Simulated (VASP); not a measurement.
Here is a VASP 6.6.1 calculation.

File POSCAR:

```
BaF2
1.0
    0.0000000000      3.0339386086      3.0339386086
    3.0339386086      0.0000000000      3.0339386086
    3.0339386086      3.0339386086      0.0000000000
Ba F
1 2
Direct
    0.0000000000      0.0000000000      0.0000000000
    0.2500000000      0.2500000000      0.2500000000
    0.7500000000      0.7500000000      0.7500000000
```

File INCAR.step1:

```
ALGO = Normal
EDIFF = 1E-5
ENCUT = 660
GGA = PE
GGA_COMPAT = False
ISMEAR = 0
LASPH = True
LCHARG = False
LREAL = False
LWAVE = True
NBANDS = 19
NELM = 120
PREC = Accurate
SIGMA = 0.01
```

File INCAR.step2:

```
ALGO = Normal
EDIFF = 1E-6
ENCUT = 660
GGA_COMPAT = False
ISIF = 2
ISMEAR = 0
ISTART = 1
LASPH = True
LCHARG = True
LELF = True
LMIXTAU = True
LREAL = False
LVHAR = True
LWAVE = False
METAGGA = R2SCAN
NBANDS = 19
NELM = 120
PREC = Accurate
SIGMA = 0.01
```

Contents of KPOINTS:

```
k-points
0
Gamma
  6 6 6
```

Potentials or basis: VASP PAW PBE potentials, release 64 (Ba_sv, F).

Run with:

```bash
$ cat potpaw_PBE.64/Ba_sv/POTCAR potpaw_PBE.64/F/POTCAR > POTCAR
$ cp INCAR.step1 INCAR
$ mpirun -np 1 vasp_std > vasp.out
$ cp INCAR.step2 INCAR
$ mpirun -np 1 vasp_std > vasp.out
```

**Question.** Predict the band gap on the k mesh.

**Answer.** 7.63 eV (least direct gap 7.72 eV).

**Question.** Estimate the pressure.

**Answer.** 5.6 GPa.

Caveat: the cell stands under pressure; the PAW data sets were made with another functional, which shifts forces and pressure a little; spin-orbit coupling is left out, which moves the levels of the heavy elements. A k mesh can miss the band edges.
